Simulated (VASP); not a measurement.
Wanted: the native input for a VASP 6.6.1 run.

- Task: single point
- Functional: LDA
- Potentials or basis: VASP PAW LDA potentials, release 64 (Cd, S)
- Cutoff: 520 eV
- k mesh: 8 × 8 × 8
- Occupations: fermi-dirac, width 0.05 eV
- Spin: no spin polarisation
- Dipole correction: no
- Further INCAR settings: ALGO = Normal; EDIFF = 1e-07; NBANDS = 16

The structure of CdS lies in POSCAR:

```
CdS
1.0
    0.0000000000      2.8072428857      2.8072428857
    2.8072428857      0.0000000000      2.8072428857
    2.8072428857      2.8072428857      0.0000000000
Cd S
1 1
Direct
    0.0000000000      0.0000000000      0.0000000000
    0.5000000000      0.5000000000      0.5000000000
```

This cell differs from its parent crystal: volume scaled by 1.06.

These files were run (other wordings do the same):

INCAR

```
SYSTEM = CdS
PREC = Accurate ; ENCUT = 520
EDIFF = 1E-7 ; ISMEAR = -1
SIGMA = 0.05 ; LREAL = .False.
LASPH = .True. ; NELM = 100
ALGO = Normal ; ISIF = 2
LWAVE = .False. ; LCHARG = .False.
GGA = CA ; NBANDS = 16
```

KPOINTS

```
regular mesh
0
Gamma
  8 8 8
  0 0 0
```

Potentials or basis: VASP PAW LDA potentials, release 64 (Cd, S).

The run is started by

```console
$ cat potpaw_LDA.64/Cd/POTCAR potpaw_LDA.64/S/POTCAR > POTCAR
$ mpirun -np 1 vasp_std > vasp.out
```

It gave:

| Quantity | Value |
| --- | --- |
| Pressure | -9.4 GPa |

Run time: 34 s on 1 thread of Intel Xeon 8259CL (shared host), peak memory 0.15 GiB.
